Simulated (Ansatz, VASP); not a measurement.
**Bi: VASP beside Ansatz**

```
CELL_PARAMETERS angstrom
3.54674 0.00000 0.00000
-1.77337 3.07157 0.00000
0.00000 0.00000 11.87438
ATOMIC_POSITIONS crystal
Bi 0.00000 0.00000 0.00000
Bi 0.00000 0.00000 0.50000
Bi 0.33333 0.66667 0.25000
Bi 0.66667 0.33333 0.75000
```

Alike in both runs: functional revPBE; k mesh 10 × 10 × 3; occupations fermi-dirac, width 0.1 eV; no spin polarisation.

Ansatz relaxed the structure, and its values are those at the end. VASP's run is a single point on that final structure, the one shown.

|  | VASP | Ansatz |
| --- | --- | --- |
| version | VASP 6.6.1 | Ansatz 0.2.0 |
| potentials or method | VASP PAW PBE potentials, release 64 (Bi_d), cutoff 520 eV | plane waves (420 eV) with PAW, scalar-relativistic |
| valence electrons in the cell | 60 | 60 |

|  | VASP | Ansatz | Ansatz less VASP |
| --- | --- | --- | --- |
| pressure (GPa) | -0.1 | 0.0 | +0.06 |

VASP's potentials were made for PBE, not for revPBE.

Neither program's run includes spin-orbit coupling.
